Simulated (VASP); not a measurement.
**Rh: single point with RPBE**

Crystal: Rh.

```xyz
1
Lattice="0.0000 1.9279 1.9279 1.9279 0.0000 1.9279 1.9279 1.9279 0.0000" Properties=species:S:1:pos:R:3 pbc="T T T"
Rh    0.0000    0.0000    0.0000
```

| Item | Value |
| --- | --- |
| Program | VASP 6.6.1 |
| Task | single point |
| Functional | RPBE |
| Potentials or basis | VASP PAW PBE potentials, release 64 (Rh_pv) |
| Cutoff | 520 eV |
| k mesh | 14 × 14 × 14 |
| Occupations | fermi-dirac, width 0.1 eV |
| Spin | no spin polarisation |
| Dipole correction | no |
| Further INCAR settings | ALGO = Normal; EDIFF = 1e-06; NBANDS = 14 |

```yaml
Pressure: 0.2 GPa
```

Levels at points of the mesh, in eV from the Fermi level:
```tsv
k point	band 4	band 5	band 6	band 7	band 8	band 9	band 10	band 11
(0.00, 0.00, 0.00)	-7.61	-2.87	-2.87	-2.87	-0.92	-0.92	16.03	20.75
(0.50, 0.00, 0.00)	-5.75	-2.94	-2.94	0.53	0.53	0.81	8.26	15.51
(0.50, 0.50, 0.00)	-5.92	-5.56	0.50	0.92	0.92	3.25	11.79	13.13
```

Wall time 12 s on 1 thread of Intel(R) Xeon(R) Platinum 8259CL CPU @ 2.50GHz (Skylake/Cascade Lake) (shared host), peak memory 0.13 GiB.

Caveat: the PAW data sets were made with another functional, which shifts forces and pressure a little.
